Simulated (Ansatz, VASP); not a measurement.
# NaI: VASP beside Ansatz

```
Na I
1.0
     0.00000    3.29681    3.29681
     3.29681    0.00000    3.29681
     3.29681    3.29681    0.00000
Na I
1 1
Direct
  0.00000 0.00000 0.00000
  0.50000 0.50000 0.50000
```

Alike in both runs: task single point; functional r2SCAN; k mesh 6 × 6 × 6; occupations gaussian, width 0.02 eV; no spin polarisation.

```csv
,VASP,Ansatz
version,VASP 6.6.1,Ansatz 0.2.0
potentials or method,"VASP PAW PBE potentials, release 64 (Na_pv, I), cutoff 520 eV","scalar-relativistic, plane waves, PAW"
valence electrons in the cell,14,26
```

Ansatz gave:

* gap on the k mesh at the Fermi level (eV): 4.27
* least direct gap on the mesh (eV): 4.27
* pressure (GPa): -0.9

**Question.** Which values does VASP return?

**Answer.** gap on the k mesh at the Fermi level (eV): 4.28; least direct gap on the mesh (eV): 4.28; pressure (GPa): -1.0.

VASP's potentials were made for PBE, not for r2SCAN. VASP's potentials hold 14 valence electrons a cell and Ansatz's 26, so a difference there can come from the potentials and not from the codes.

Neither program's run includes spin-orbit coupling.
